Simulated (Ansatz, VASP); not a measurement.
# Two plane-wave programs on BN

Contents of POSCAR:

```
BN
1.0
    2.5439499996      0.0000000000      0.0000000000
   -1.2719749998      2.2031253256      0.0000000000
    0.0000000000      0.0000000000      4.1236590347
B N
2 2
Direct
    0.3333333333      0.6666666667      0.0001020310
    0.6666666667      0.3333333333      0.5001020310
    0.3333333333      0.6666666667      0.3748979690
    0.6666666667      0.3333333333      0.8748979690
```

Contents of INCAR.step1:

```
  ALGO = Normal
  EDIFF = 1E-5
  ENCUT = 520
  GGA = PE
  ISIF = 2
  ISMEAR = 0
  LASPH = True
  LREAL = False
  LWAVE = True
  NBANDS = 16
  NELM = 60
  PREC = Accurate
  SIGMA = 0.01
```

The input INCAR.step2:

```
  ALGO = Normal
  EDIFF = 1E-6
  ENCUT = 520
  GGA = PE
  HFSCREEN = 0.2079
  ISIF = 2
  ISMEAR = 0
  ISTART = 1
  LASPH = True
  LCHARG = True
  LELF = True
  LHFCALC = True
  LREAL = False
  LVHAR = True
  LWAVE = False
  NBANDS = 16
  NELM = 60
  PREC = Accurate
  PRECFOCK = Normal
  SIGMA = 0.01
```

Contents of KPOINTS:

```
k-points
0
Gamma
  9 9 4
```

Input for Ansatz:

```yaml
crystal:
  lattice:
    - [2.5439499996, 0.0, 0.0]
    - [-1.2719749998, 2.2031253256, 0.0]
    - [0.0, 0.0, 4.1236590347]
  atoms:
    - { symbol: B, position: [0.3333333333, 0.6666666667, 0.000102031] }
    - { symbol: B, position: [0.6666666667, 0.3333333333, 0.500102031] }
    - { symbol: "N", position: [0.3333333333, 0.6666666667, 0.374897969] }
    - { symbol: "N", position: [0.6666666667, 0.3333333333, 0.874897969] }
kpoints:
  mp_grid: { grid: [9, 9, 4] }
  band_path:
    path:
      - [0.0, 0.0, 0.0]
      - [0.5, 0.0, 0.0]
      - [0.3333333333, 0.3333333333, 0.0]
      - [0.0, 0.0, 0.5]
      - [0.5, 0.0, 0.5]
      - [0.3333333333, 0.3333333333, 0.5]
      - [0.1, 0.0, 0.0]
    npoints: 1
hamiltonian:
  xc: hse06
scf:
  occupations: { method: fixed }
  n_extra_bands: 5
output:
  forces: true
  stress: true
  eigenvalues: true
```

Change from the starting cell: uniaxial_z strain -2.0%.

Alike in both runs: task single point; functional HSE06; k mesh 9 × 9 × 4; no spin polarisation.

|  | VASP | Ansatz |
| --- | --- | --- |
| version | VASP 6.6.1 | Ansatz 0.2.0 |
| potentials or method | VASP PAW PBE potentials, release 64 (B, N) | plane waves, PAW |
| plane-wave cutoff (eV) | 520 | 420 |
| occupations | gaussian, width 0.01 eV | fixed |
| valence electrons in the cell | 16 | 16 |

VASP gave:

```
gap on the k mesh at the Fermi level (eV)                     : 6.56
pressure (GPa)                                                : 4.5
traceless stress, the component that is largest in VASP (GPa) : 14.09
rms of the force components (eV/Å)                            : 0.019
```

Problem. Estimate Ansatz's values.

Solution. gap on the k mesh at the Fermi level (eV): 6.58; pressure (GPa): 4.0; traceless stress, the component that is largest in VASP (GPa): 14.02; rms of the force components (eV/Å): 0.018.

Atom by atom the forces differ by 0.001 eV/Å (rms over components). Ansatz's warnings: stress exchange threshold loose, stress scf threshold loose.
